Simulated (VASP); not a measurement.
# Pt (I4_1/amd) in VASP: relaxation of cell and atoms with PBEsol

Aim: the relaxation of cell and atoms of Pt with PBEsol.

All numbers are computed with VASP 6.6.1; they aren't measurements. Logs are shortened: lines on timing, memory, paths and dates and some standing lists are left out, and cuts for length are marked.

### 1 The cell of the first run

Symmetry: I4_1/amd, No. 141, tetragonal system. Conventional cell: a = 4.879 Å, b = 4.879 Å, c = 2.664 Å, α = 90.00°, β = 90.00°, γ = 90.00°. Within 3.3 Å of Pt (site symmetry -4m2) lie 10 Pt at 2.53 to 3.15 Å.

### 2 Relaxation of cell and atoms, PBEsol

INCAR

```
  ALGO = Normal
  EDIFF = 1E-7
  EDIFFG = -0.01
  ENCUT = 500
  GGA = PS
  GGA_COMPAT = False
  IBRION = 2
  ISIF = 3
  ISMEAR = -1
  ISYM = 0
  LASPH = True
  LCHARG = False
  LREAL = False
  LWAVE = False
  NELM = 120
  NELMIN = 4
  NSW = 80
  PREC = Accurate
  SIGMA = 0.1
```

KPOINTS

```
k-points
0
Gamma
  13 13 9
```

POSCAR

```
Pt
1.0
   -2.4392984224      2.4392984224      1.3318569387
    2.4392984224     -2.4392984224      1.3318569387
    2.4392984224      2.4392984224     -1.3318569387
Pt
2
Direct
    0.0000000000      0.0000000000      0.0000000000
    0.7500000000      0.2500000000      0.5000000000
```

Potentials or basis: VASP PAW PBE potentials, release 64 (Pt).

Started as:

```sh
> cat potpaw_PBE.64/Pt/POTCAR > POTCAR
> mpirun -np 1 vasp_std > vasp.out
```

OUTCAR:

```text
EDIFF = 1E-7
   EDIFFG = -0.01
   ENCUT = 500
   GGA = PS
   IBRION = 2
   ISIF = 3
   ISMEAR = -1
   ISYM = 0
   LASPH = True
   LREAL = False
   NELM = 120
   NELMIN = 4
   NSW = 80
   PREC = Accurate

 ion  position               nearest neighbor table
   1  0.000  0.000  0.000-   2 2.53   2 2.53   2 2.53   2 2.53   2 3.15   2 3.15   2 3.15   2 3.15

   2  0.750  0.250  0.500-   1 2.53   1 2.53   1 2.53   1 2.53   1 3.15   1 3.15   1 3.15   1 3.15

IMPORTANT INFORMATION: All symmetrisations will be switched off!
NOSYMM: (Re-)initialisation of all symmetry stuff for point group C_1.

----------------------------------------------------------------------------------------

                                     Primitive cell

  volume of cell :      31.6991

  direct lattice vectors                    reciprocal lattice vectors
    -2.439298422  2.439298422  1.331856939     0.000000000  0.204976970  0.375415696
     2.439298422 -2.439298422  1.331856939     0.204976970  0.000000000  0.375415696
     2.439298422  2.439298422 -1.331856939     0.204976970  0.204976970  0.000000000

  length of vectors
     3.697863774  3.697863774  3.697863774     0.427729474  0.427729474  0.289881211

  position of ions in fractional coordinates (direct lattice)
     0.000000000  0.000000000  0.000000000
     0.750000000  0.250000000  0.500000000

  ion indices of the primitive-cell ions
   primitive index   ion index
                 1           1
                 2           2

----------------------------------------------------------------------------------------

 KPOINTS: k-points

Automatic generation of k-mesh.
 Grid dimensions read from file:
 generate k-points for:   13   13    9

 Generating k-lattice:

  Cartesian coordinates                     Fractional coordinates (reciprocal lattice)
     0.000000000  0.015767459  0.028878130     0.076923077  0.000000000  0.000000000
     0.015767459  0.000000000  0.028878130     0.000000000  0.076923077  0.000000000
     0.022775219  0.022775219  0.000000000     0.000000000  0.000000000  0.111111111

  Length of vectors
     0.032902267  0.032902267  0.032209023

  Shift w.r.t. Gamma in fractional coordinates (k-lattice)
     0.000000000  0.000000000  0.000000000

 -----------------------------------------------------------------------------
|                                                                             |
|           W    W    AA    RRRRR   N    N  II  N    N   GGGG   !!!           |
|           W    W   A  A   R    R  NN   N  II  NN   N  G    G  !!!           |
|           W    W  A    A  R    R  N N  N  II  N N  N  G       !!!           |
|           W WW W  AAAAAA  RRRRR   N  N N  II  N  N N  G  GGG   !            |
|           WW  WW  A    A  R   R   N   NN  II  N   NN  G    G                |
|           W    W  A    A  R    R  N    N  II  N    N   GGGG   !!!           |
|                                                                             |
|     Your reciprocal lattice and k-lattice belong to different lattice       |
|     classes:                                                                |
|                                                                             |
|        The reciprocal lattice is body-centered tetragonal,                  |
|        whereas your k-lattice is base-centered monoclinic.                  |
|                                                                             |
|     Results are often still useful ...                                      |
|                                                                             |
 -----------------------------------------------------------------------------

 WARNING: IBZKPT: internal override: KBLOWUP is changed to .FALSE.
      ... skipping the blow-up phase ...

 Subroutine IBZKPT returns following result:
 ===========================================

 Found    761 irreducible k-points:

 Following reciprocal coordinates:
            Coordinates               Weight
  0.000000  0.000000  0.000000      1.000000
  0.076923  0.000000  0.000000      2.000000
  0.153846  0.000000  0.000000      2.000000
  0.230769  0.000000  0.000000      2.000000
  0.307692  0.000000  0.000000      2.000000
  0.384615 -0.000000  0.000000      2.000000
[... 16 lines left out ...]
  0.153846  0.153846  0.000000      2.000000
  0.230769  0.153846  0.000000      2.000000
 [... further k-points ...]
   k-points           NKPTS =    761   k-points in BZ     NKDIM =    761   number of bands    NBANDS=     14
   number of dos      NEDOS =    301   number of ions     NIONS =      2
   total plane-waves  NPLWV =  21952
   dimension x,y,z NGX =    28 NGY =   28 NGZ =   28
   dimension x,y,z NGXF=    56 NGYF=   56 NGZF=   56
   ions per type =               2
   NGX,Y,Z   is equivalent  to a cutoff of  12.59, 12.59, 12.59 a.u.
   NGXF,Y,Z  is equivalent  to a cutoff of  25.18, 25.18, 25.18 a.u.
 SYSTEM =  unknown system
   PREC   = accura    normal or accurate (medium, high low for compatibility)
   ISTART =      0    job   : 0-new  1-cont  2-samecut
   ICHARG =      2    charge: 1-file 2-atom 10-const
   ISPIN  =      1    spin polarized calculation?
   LNONCOLLINEAR =      F non collinear calculations
   LSORBIT =      F    spin-orbit coupling
   LASPH  =      T    aspherical Exc in radial PAW
   ENCUT  =  500.0 eV  36.75 Ry    6.06 a.u.   6.74  6.74  6.74*2*pi/ulx,y,z
   NELM   =    120;   NELMIN=  4; NELMDL= -5     # of ELM steps
   EDIFF  = 0.1E-06   stopping-criterion for ELM
   LREAL  =      F    real-space projection
   EDIFFG = -.1E-01   stopping-criterion for IOM
   NSW    =     80    number of steps for IOM
   IBRION =      2    ionic relax: 0-MD 1-quasi-New 2-CG
   NFREE  =      1    steps in history (QN), initial steepest desc. (CG)
   ISIF   =      3    stress and relaxation
   ISYM   =      0    0-nonsym 1-usesym 2-fastsym
   POTIM  = 0.5000    time-step for ionic-motion
   TEBEG  =    0.0;   TEEND  =   0.0 temperature during run
   PSTRESS=    0.0 pullay stress
   NELECT =      20.0000    total number of electrons
   NUPDOWN=      -1.0000    fix difference up-down
   EMIN   =  10.00;   EMAX   =-10.00  energy-range for DOS
   EFERMI =   0.00;   METHOD = LEGACY
   ISMEAR =    -1;   SIGMA  =   0.10  broadening in eV -4-tet -1-fermi 0-gaus
   EFERMI_NEDOS =   21; number of points for ismear=-14 and -15
   IALGO  =     38    algorithm
   IMIX   =      4    mixing-type and parameters
     AMIX     =   0.40;   BMIX     =  1.00
     AMIX_MAG =   1.60;   BMIX_MAG =  1.00
  volume/ion in A,a.u.               =      15.85       106.96
  Fermi-wavevector in a.u.,A,eV,Ry     =   1.404114  2.653391 26.824375  1.971536
  Thomas-Fermi vector in A             =   2.526708
   LORBIT       =      0    0 simple, 1 ext, 2 COOP (PROOUT), +10 PAW based schemes
   GGA     = PS    functional components
   LHFCALC =     F    Hartree Fock is set to
   AEXX    =    0.0000 exact exchange contribution
   IVDW    =     0    specifies the selected vdW correction
   LEPSILON=     F    determine dielectric tensor
   LRPA    =     F    only Hartree local field effects (RPA)
 conjugate gradient relaxation of ions
 non-spin polarized calculation
  energy-cutoff  :      500.00
  volume of cell :       31.70
 maximum number of plane-waves:       819
   NGX = 13   NGY = 13   NGZ = 13

--------------------------------------- Ionic step        1  -------------------------------------------

 number of electron      19.9999997 magnetization

 Free energy of the ion-electron system (eV)
  ---------------------------------------------------
  ext. energy  EPLUGINS =         0.00000000
  ---------------------------------------------------
  free energy    TOTEN  =       -13.20870919 eV

  energy without entropy =      -13.13589898  energy(sigma->0) =      -13.17230408

 E-fermi :  10.2525     XC(G=0): -13.2514

 val. band max:       10.2522837390   @ k =   0.1538  -0.3846   0.4444
 cond. band min:      10.2528515258   @ k =   0.1538   0.2308   0.3333
 fundamental gap:      0.0005677868
 Fermi energy:        10.2525389187

 k-point     1 :       0.0000    0.0000    0.0000
  band No.  band energies     occupation
      1       0.4889      2.00000
      2       3.4393      2.00000
      3       4.0739      2.00000
      4       4.6990      2.00000
      5       5.3544      2.00000
      6       8.6456      2.00000
      7       8.6457      2.00000
      8       8.7152      2.00000
      9       8.7153      2.00000
     10      10.6793      0.02764
     11      11.8381      0.00000
     12      15.3290      0.00000
     13      15.3290      0.00000
     14      22.1013      0.00000

 k-point     2 :       0.0769    0.0000    0.0000
  band No.  band energies     occupation
      1       0.7096      2.00000
      2       3.5450      2.00000
      3       4.1083      2.00000
      4       4.9459      2.00000
      5       5.4855      2.00000
      6       8.0251      2.00000
      7       8.0752      2.00000
      8       8.8872      2.00000
      9       8.9117      2.00000
     10      10.6215      0.04877
[... 544 lines left out ...]
 POSITION                                       TOTAL-FORCE (eV/Angst)
 -----------------------------------------------------------------------------------
      4.96936      0.00040      0.00075        -0.002013      0.002013     -0.000000
      0.00031      2.48477      0.66591         0.002013     -0.002013      0.000000
 -----------------------------------------------------------------------------------
    total drift:                               -0.000000      0.000000      0.000000

  FREE ENERGIE OF THE ION-ELECTRON SYSTEM (eV)
  ---------------------------------------------------
  free  energy   TOTEN  =       -13.2504468226 eV

  energy  without entropy=      -13.1727568219  energy(sigma->0) =      -13.21160182

--------------------------------------- Ionic step        6  -------------------------------------------

 number of electron      20.0000004 magnetization

 Free energy of the ion-electron system (eV)
  ---------------------------------------------------
  ext. energy  EPLUGINS =         0.00000000
  ---------------------------------------------------
  free energy    TOTEN  =       -13.25080525 eV

  energy without entropy =      -13.17320258  energy(sigma->0) =      -13.21200391

 E-fermi :   9.5728     XC(G=0): -13.0345

 val. band max:        9.5726178214   @ k =   0.2308  -0.1538   0.1111
 cond. band min:       9.5754053383   @ k =  -0.2308   0.0769   0.3333
 fundamental gap:      0.0027875169
 Fermi energy:         9.5728164277

 k-point     1 :       0.0000    0.0000    0.0000
  band No.  band energies     occupation
      1       0.2060      2.00000
      2       3.2028      2.00000
      3       3.7555      2.00000
      4       4.2035      2.00000
      5       4.8403      2.00000
      6       8.1669      2.00000
      7       8.1669      2.00000
      8       8.2280      2.00000
      9       8.2280      2.00000
     10       9.9297      0.05484
     11      11.0376      0.00000
     12      14.5041      0.00000
     13      14.5069      0.00000
     14      20.6803      0.00000

 k-point     2 :       0.0769    0.0000    0.0000
  band No.  band energies     occupation
      1       0.4234      2.00000
      2       3.3047      2.00000
      3       3.7852      2.00000
      4       4.4551      2.00000
      5       4.9747      2.00000
      6       7.5772      2.00000
      7       7.6204      2.00000
      8       8.3605      1.99999
      9       8.3876      1.99999
     10       9.8779      0.09038
[... 400 lines left out ...]
 POSITION                                       TOTAL-FORCE (eV/Angst)
 -----------------------------------------------------------------------------------
      2.48236     -2.48206      1.33480        -0.001597      0.001597     -0.000000
      0.00023      2.48243      0.66768         0.001597     -0.001597      0.000000
 -----------------------------------------------------------------------------------
    total drift:                                0.000000     -0.000000     -0.000000

  FREE ENERGIE OF THE ION-ELECTRON SYSTEM (eV)
  ---------------------------------------------------
  free  energy   TOTEN  =       -13.2508052497 eV

  energy  without entropy=      -13.1732025765  energy(sigma->0) =      -13.21200391

 reached required accuracy - stopping structural energy minimisation
```

Wall time 34 min (1 thread of Oxide Virtual Turin-like, shared host); peak memory 0.38 GiB.

Results:

| Property | Result |
| --- | --- |
| Free energy | -13.2508 eV |
| Relaxed volume | 16.45 Å³/atom |
| Relaxed cell | a = 3.756 Å, b = 3.756 Å, c = 3.756 Å, α = 97.25°, β = 97.25°, γ = 138.36° |
| Space group after relaxing (to 0.1 Å) | I4_1/amd (No. 141) |
| Energy gained by relaxing | 21.0 meV/atom |
| Ionic steps | 6 |
| Pressure after relaxing | 0.0 GPa |
| Band gap on the k mesh | zero (bands 10 and 11 overlap by 1.76 eV) |

Forces in eV/Å, atoms in the order of the input:
```
Pt  -0.002  0.002  0.000
Pt   0.002 -0.002  0.000
```

The path:
```tsv
step	energy change (eV)	largest force (eV/Å)	pressure (GPa)	volume (Å³)
1	0.0000	0.0006	10.01	31.70
2	0.1916	0.0026	-18.54	36.45
3	-0.0408	0.0011	-0.75	33.01
4	-0.0408	0.0011	-0.37	32.96
5	-0.0417	0.0028	0.22	32.87
6	-0.0421	0.0023	0.00	32.90
```

Final structure:
```
Pt
1.0
    -2.48207    2.48237    1.33480
     2.48237   -2.48207    1.33480
     2.48236    2.48236   -1.33424
Pt
2
Direct
  0.00000 0.00000 0.00000
  0.75000 0.25000 0.50000
```

Caveat: the PAW data sets were made with another functional, which shifts forces and pressure a little; spin-orbit coupling is left out, which moves the levels of the heavy elements.
